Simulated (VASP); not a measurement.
# SnO (P4/nmm) in VASP: notebook, part 2 of 2

VASP 6.6.1.

## 4. Single point, LDA

This run uses another cell than the first one, of 16.38 Å³/atom.

INCAR reads:

```
PREC     = Accurate       # precision mode
ENCUT    = 520            # plane-wave cutoff, eV
EDIFF    = 1E-6           # SCF threshold, eV
ISMEAR   = 0              # smearing method
SIGMA    = 0.15           # smearing width, eV
LREAL    = False          # projectors in reciprocal space
LASPH    = True           # aspherical terms in the spheres
NELM     = 80             # most SCF steps
ALGO     = Normal         # electronic algorithm
ISIF     = 2              # what is computed and relaxed
LWAVE    = False          # write WAVECAR
LCHARG   = True           # write CHGCAR
GGA      = CA             # functional
LELF     = True           # ELF
LVHAR    = True         
NBANDS   = 28             # bands
```

KPOINTS reads:

```
Automatic mesh
0
Gamma
  10 10 8
```

POSCAR reads:

```
SnO
1.0
    3.6790000000      0.0000000000      0.0000000000
    0.0000000000      3.6790000000      0.0000000000
    0.0000000000      0.0000000000      4.8415000000
Sn O
2 2
Direct
    0.0000000000      0.5000000000      0.2457459271
    0.5000000000      0.0000000000      0.7542540729
    0.0000000000      0.0000000000      0.0000000000
    0.5000000000      0.5000000000      0.0000000000
```

Potentials or basis: VASP PAW LDA potentials, release 64 (Sn_d, O).

Command:

```console
$ cat potpaw_LDA.64/Sn_d/POTCAR potpaw_LDA.64/O/POTCAR > POTCAR
$ mpirun -np 1 vasp_std > vasp.out
```

OUTCAR:

```text
PREC = Accurate
   ENCUT = 520
   EDIFF = 1E-6
   ISMEAR = 0
   LREAL = False
   LASPH = True
   NELM = 80
   ISIF = 2
   GGA = CA

 ion  position               nearest neighbor table
   1  0.000  0.500  0.246-   3 2.19   4 2.19   3 2.19   4 2.19   2 3.53   2 3.53   2 3.53   2 3.53
                             2 3.58   2 3.58   2 3.58   2 3.58
   2  0.500  0.000  0.754-   3 2.19   4 2.19   4 2.19   3 2.19   1 3.53   1 3.53   1 3.53   1 3.53
                             1 3.58   1 3.58   1 3.58   1 3.58
   3  0.000  0.000  0.000-   1 2.19   2 2.19   1 2.19   2 2.19
[... 951 lines left out ...]
  -------------------------------------------------------------------------------------
  Total        1.6858908      1.6858908     -0.6775424      0.0000000      0.0000000      0.0000000
  in kB       41.2192911     41.2192911    -16.5656149      0.0000000      0.0000000      0.0000000
  external PRESSURE =      21.9576558 kB  Pullay stress =       0.0000000 kB

 VOLUME and BASIS-vectors are now :
 -----------------------------------------------------------------------------
  energy-cutoff  :      520.00
  volume of cell :       65.53
      direct lattice vectors                 reciprocal lattice vectors
     3.679000000  0.000000000  0.000000000     0.271812993  0.000000000  0.000000000
     0.000000000  3.679000000  0.000000000     0.000000000  0.271812993  0.000000000
     0.000000000  0.000000000  4.841500000     0.000000000  0.000000000  0.206547558

 POSITION                                       TOTAL-FORCE (eV/Angst)
 -----------------------------------------------------------------------------------
      0.00000      1.83950      1.18978         0.000000      0.000000     -0.077254
      1.83950      0.00000      3.65172        -0.000000      0.000000      0.077254
      0.00000      0.00000      0.00000         0.000000     -0.000000      0.000000
      1.83950      1.83950      0.00000         0.000000      0.000000      0.000000
 -----------------------------------------------------------------------------------
    total drift:                                0.000000      0.000000     -0.000000

  FREE ENERGIE OF THE ION-ELECTRON SYSTEM (eV)
  ---------------------------------------------------
  free  energy   TOTEN  =       -25.6800383087 eV

  energy  without entropy=      -25.6764303908  energy(sigma->0) =      -25.67823435
```

Wall time 68 s (1 thread of Intel Xeon 6975P-C (Granite Rapids), shared host); peak memory 0.26 GiB.

Results:

* Free energy: -25.6800 eV
* Pressure: 2.2 GPa
* Largest force: 0.077 eV/Å
* Band gap on the k mesh: zero (bands 20 and 21 overlap by 0.57 eV)

Forces in eV/Å, atoms in the order of the input:
```
Sn   0.000  0.000 -0.077
Sn   0.000  0.000  0.077
O    0.000  0.000  0.000
O    0.000  0.000  0.000
```

Levels at points of the mesh, in eV from the Fermi level:
```csv
k point,band 17,band 18,band 19,band 20,band 21,band 22,band 23,band 24
"(0.00, 0.00, 0.00)",-3.91,-3.33,-3.33,0.13,2.38,4.20,4.49,4.49
"(0.50, 0.00, 0.00)",-5.20,-5.20,-3.29,-3.29,3.02,3.02,5.90,5.90
"(0.50, 0.50, 0.00)",-2.64,-2.64,-2.24,-2.24,-0.44,-0.44,3.96,3.96
"(0.00, 0.00, 0.50)",-3.35,-3.35,-3.11,-2.94,1.84,2.65,2.65,3.89
"(0.50, 0.00, 0.50)",-5.16,-5.16,-2.16,-2.16,2.36,2.36,5.38,5.38
"(0.50, 0.50, 0.50)",-3.07,-3.07,-2.64,-2.64,1.88,1.88,3.85,3.85
```

Caveat: the stress differs along the axes, from -2 to 4 GPa; semilocal functionals underestimate gaps, and a narrow one can read as zero; spin-orbit coupling is left out, which moves the levels of the heavy elements.

## 5. Single point, LDA

This run uses another cell than the first one, of 16.81 Å³/atom.

INCAR reads:

```
PREC = Accurate ; ENCUT = 520
EDIFF = 1E-6 ; ISMEAR = 0
SIGMA = 0.15 ; LREAL = F
LASPH = T ; NELM = 100
ALGO = Normal ; ISIF = 2
LWAVE = F ; LCHARG = F
NBANDS = 28
```

KPOINTS reads:

```
regular mesh
0
Gamma
  10 10 8
```

POSCAR reads:

```
SnO
1.0
    3.5911000000      0.0000000000      0.0000000000
    0.0000000000      3.5911000000      0.0000000000
    0.0000000000      0.0000000000      5.2140000000
Sn O
2 2
Direct
    0.0000000000      0.5000000000      0.2457459271
    0.5000000000      0.0000000000      0.7542540729
    0.0000000000      0.0000000000      0.0000000000
    0.5000000000      0.5000000000      0.0000000000
```

Command:

```console
$ cat potpaw_LDA.64/Sn_d/POTCAR potpaw_LDA.64/O/POTCAR > POTCAR
$ mpirun -np 1 vasp_std > vasp.out
```

Run time: 71 s. Hardware: 1 thread of Intel Xeon 6975P-C (Granite Rapids), shared host; peak memory 0.27 GiB.

It converged, with:

| Property | Result |
| --- | --- |
| Free energy | -25.4051 eV |
| Pressure | 0.5 GPa |
| Largest force | 1.348 eV/Å |
| Band gap on the k mesh | zero (bands 20 and 21 overlap by 0.66 eV) |

Forces on the atoms (eV/Å):
```
Sn   0.000  0.000 -1.348
Sn   0.000  0.000  1.348
O    0.000  0.000  0.000
O    0.000  0.000  0.000
```

Stress tensor (GPa, compression positive):
```
  5.88   0.00   0.00
  0.00   5.88   0.00
  0.00   0.00 -10.11
```

Levels at points of the mesh, in eV from the Fermi level:
```tsv
k point	band 16	band 17	band 18	band 19	band 20	band 21	band 22	band 23	band 24	band 25
(0.00, 0.00, 0.00)	-6.20	-3.62	-2.57	-2.57	0.25	2.74	4.20	4.76	4.76	5.34
(0.50, 0.00, 0.00)	-5.41	-4.56	-4.56	-3.28	-3.28	2.60	2.60	6.20	6.20	6.51
(0.50, 0.50, 0.00)	-5.66	-2.29	-2.29	-1.90	-1.90	-0.41	-0.41	3.67	3.67	6.13
(0.00, 0.00, 0.50)	-3.65	-3.64	-3.37	-2.59	-2.59	2.75	3.08	3.08	4.68	7.41
(0.50, 0.00, 0.50)	-5.50	-4.55	-4.55	-2.24	-2.24	1.79	1.79	5.84	5.84	6.95
(0.50, 0.50, 0.50)	-6.04	-2.87	-2.87	-1.91	-1.91	1.75	1.75	3.16	3.16	5.70
```

Caveat: the stress differs along the axes, from -10 to 6 GPa; semilocal functionals underestimate gaps, and a narrow one can read as zero; spin-orbit coupling is left out, which moves the levels of the heavy elements; forces of over 1 eV/Å act on the atoms, so gaps and moduli don't describe the material at rest.

## 6. Single point, LDA

This run uses another cell than the first one, of 17.01 Å³/atom.

INCAR reads:

```
  PREC = Accurate
  ENCUT = 520
  EDIFF = 1E-6
  ISMEAR = 0
  SIGMA = 0.15
  LREAL = F
  LASPH = T
  NELM = 80
  ALGO = Normal
  ISIF = 2
  LWAVE = F
  LCHARG = F
  NBANDS = 28
```

KPOINTS is that of step 5.

POSCAR reads:

```
SnO
1.0
    3.6790000000      0.0000000000      0.0000000000
    0.0000000000      3.6790000000      0.0000000000
    0.0000000000      0.0000000000      5.0277000000
Sn O
2 2
Direct
    0.0000000000      0.5000000000      0.2457459271
    0.5000000000      0.0000000000      0.7542540729
    0.0000000000      0.0000000000      0.0000000000
    0.5000000000      0.5000000000      0.0000000000
```

Potentials or basis: VASP PAW LDA potentials, release 64 (Sn_d, O).

Command:

```console
$ cat potpaw_LDA.64/Sn_d/POTCAR potpaw_LDA.64/O/POTCAR > POTCAR
$ mpirun -np 1 vasp_std > vasp.out
```

OUTCAR:

```text
PREC = Accurate
   ENCUT = 520
   EDIFF = 1E-6
   ISMEAR = 0
   LREAL = F
   LASPH = T
   NELM = 80
   ISIF = 2

 ion  position               nearest neighbor table
   1  0.000  0.500  0.246-   3 2.22   4 2.22   3 2.22   4 2.22   2 3.59   2 3.59   2 3.59   2 3.59
                             2 3.65   2 3.65   2 3.65   2 3.65
   2  0.500  0.000  0.754-   3 2.22   4 2.22   4 2.22   3 2.22   1 3.59   1 3.59   1 3.59   1 3.59
                             1 3.65   1 3.65   1 3.65   1 3.65
   3  0.000  0.000  0.000-   1 2.22   2 2.22   1 2.22   2 2.22
   4  0.500  0.500  0.000-   1 2.22   2 2.22   2 2.22   1 2.22

  LATTYP: Found a simple tetragonal cell.
 ALAT       =     3.6790000000
 C/A-ratio  =     1.3665941832

  Lattice vectors:

 A1 = (   3.6790000000,   0.0000000000,   0.0000000000)
 A2 = (   0.0000000000,   3.6790000000,   0.0000000000)
 A3 = (   0.0000000000,   0.0000000000,   5.0277000000)

Analysis of symmetry for initial positions (statically):
=====================================================================
 Subroutine PRICEL returns:
 Original cell was already a primitive cell.

 Routine SETGRP: Setting up the symmetry group for a
[... 176 lines left out ...]

 val. band max:        7.2680837524   @ k =   0.0000   0.0000   0.1250
 cond. band min:       7.4071240625   @ k =   0.1000   0.1000   0.0000
 fundamental gap:      0.1390403102
 Fermi energy:         7.3673004078

 k-point     1 :       0.0000    0.0000    0.0000
  band No.  band energies     occupation
      1     -14.6838      2.00000
      2     -14.3143      2.00000
      3     -14.2697      2.00000
      4     -14.2697      2.00000
      5     -14.2284      2.00000
      6     -14.2067      2.00000
[... 733 lines left out ...]
     27      14.3839      0.00000
     28      17.0772      0.00000

 [... further k-points ...]

------------------------ aborting loop because EDIFF is reached ----------------------------------------

  FORCE on cell =-STRESS in cart. coord.  units (eV):
  Direction    XX          YY          ZZ          XY          YZ          ZX
  --------------------------------------------------------------------------------------
  -------------------------------------------------------------------------------------
  Total        0.6367873      0.6367873     -3.0493629      0.0000000      0.0000000      0.0000000
  in kB       14.9925692     14.9925692    -71.7944312      0.0000000      0.0000000      0.0000000
  external PRESSURE =     -13.9364309 kB  Pullay stress =       0.0000000 kB

 VOLUME and BASIS-vectors are now :
 -----------------------------------------------------------------------------
  energy-cutoff  :      520.00
  volume of cell :       68.05
      direct lattice vectors                 reciprocal lattice vectors
     3.679000000  0.000000000  0.000000000     0.271812993  0.000000000  0.000000000
     0.000000000  3.679000000  0.000000000     0.000000000  0.271812993  0.000000000
     0.000000000  0.000000000  5.027700000     0.000000000  0.000000000  0.198898105

 POSITION                                       TOTAL-FORCE (eV/Angst)
 -----------------------------------------------------------------------------------
      0.00000      1.83950      1.23554         0.000000      0.000000     -0.931631
      1.83950      0.00000      3.79216        -0.000000      0.000000      0.931631
      0.00000      0.00000      0.00000         0.000000      0.000000      0.000000
      1.83950      1.83950      0.00000         0.000000     -0.000000      0.000000
 -----------------------------------------------------------------------------------
    total drift:                                0.000000      0.000000     -0.000000

  FREE ENERGIE OF THE ION-ELECTRON SYSTEM (eV)
  ---------------------------------------------------
  free  energy   TOTEN  =       -25.6125724886 eV

  energy  without entropy=      -25.6097455387  energy(sigma->0) =      -25.61115901
```

OSZICAR:

```text
N       E                     dE             d eps       ncg     rms          rms(c)
DAV:   1     0.420286252193E+03    0.42029E+03   -0.19962E+04  6056   0.222E+03
DAV:   2     0.340124218688E+02   -0.38627E+03   -0.37120E+03  6088   0.547E+02
DAV:   3    -0.263978535125E+02   -0.60410E+02   -0.59169E+02  6696   0.182E+02
DAV:   4    -0.292760138539E+02   -0.28782E+01   -0.28631E+01  6708   0.421E+01
DAV:   5    -0.293457690476E+02   -0.69755E-01   -0.69749E-01  6420   0.713E+00    0.115E+01
DAV:   6    -0.257162481493E+02    0.36295E+01   -0.16027E+01  9464   0.463E+01    0.506E+00
DAV:   7    -0.256710270493E+02    0.45221E-01   -0.20435E+00  6984   0.870E+00    0.245E+00
DAV:   8    -0.256257274930E+02    0.45300E-01   -0.31025E-01  6932   0.359E+00    0.760E-01
DAV:   9    -0.256122341202E+02    0.13493E-01   -0.40019E-02  9532   0.217E+00    0.199E-01
DAV:  10    -0.256130123926E+02   -0.77827E-03   -0.65407E-03  8220   0.741E-01    0.144E-01
DAV:  11    -0.256125548969E+02    0.45750E-03   -0.15706E-03  8968   0.378E-01    0.217E-02
DAV:  12    -0.256125766226E+02   -0.21726E-04   -0.27616E-04  6104   0.921E-02    0.227E-02
DAV:  13    -0.256125731620E+02    0.34606E-05   -0.10152E-05  6952   0.240E-02    0.992E-03
DAV:  14    -0.256125724886E+02    0.67343E-06   -0.20493E-06  4708   0.977E-03
   1 F= -.25612572E+02 E0= -.25611159E+02  d E =-.282695E-02
```

Wall time 71 s (1 thread of Intel Xeon 6975P-C (Granite Rapids), shared host); peak memory 0.27 GiB.

What came out:

* Free energy: -25.6126 eV
* Pressure: -1.4 GPa
* Largest force: 0.932 eV/Å
* Band gap on the k mesh: zero (bands 20 and 21 overlap by 0.54 eV)

Forces in eV/Å, atoms in the order of the input:
```
Sn   0.000  0.000 -0.932
Sn   0.000  0.000  0.932
O    0.000  0.000  0.000
O    0.000  0.000  0.000
```

Caveat: the stress differs along the axes, from -7 to 1 GPa; semilocal functionals underestimate gaps, and a narrow one can read as zero; spin-orbit coupling is left out, which moves the levels of the heavy elements.

## 7. Summary

| potentials or basis | cell | cutoff (eV) | gap on the mesh (eV) | pressure (GPa) | largest force (eV/Å) |
| --- | --- | --- | --- | --- | --- |
| VASP PAW LDA potentials, release 64 (Sn_d, O_h) | a = 3.503, b = 3.503, c = 5.214 Å, 4 atoms | 1340 | none | 6.8 | 0.87 |
| VASP PAW LDA potentials, release 64 (Sn_d, O) | a = 3.591, b = 3.591, c = 5.028 Å, 4 atoms | 520 | none | 4.3 | 0.40 |
| VASP PAW LDA potentials, release 64 (Sn_d, O) | a = 3.679, b = 3.679, c = 4.841 Å, 4 atoms | 520 | none | 2.2 | 0.08 |
| VASP PAW LDA potentials, release 64 (Sn_d, O) | a = 3.591, b = 3.591, c = 5.214 Å, 4 atoms | 520 | none | 0.5 | 1.35 |
| VASP PAW LDA potentials, release 64 (Sn_d, O) | a = 3.679, b = 3.679, c = 5.028 Å, 4 atoms | 520 | none | -1.4 | 0.93 |

Alike in all rows: task single point; level LDA; no spin polarisation; k mesh 10 × 10 × 8; smearing gaussian 0.15 eV.

Caveats: spin-orbit coupling is left out, which moves the levels of the heavy elements; semilocal functionals underestimate gaps, and a narrow one can read as zero (at least some runs); the stress differs along the axes, from -7 to 14 GPa (at least some runs); the stress differs along the axes, from -4 to 9 GPa (at least some runs); the stress differs along the axes, from -2 to 4 GPa (at least some runs); the stress differs along the axes, from -10 to 6 GPa (at least some runs); forces of over 1 eV/Å act on the atoms, so gaps and moduli don't describe the material at rest (at least some runs).

Total energies depend on the potentials used, so only differences within one code and one set of settings carry meaning.

The gap in the log of VASP goes by the Fermi energy; the results here count the filled bands.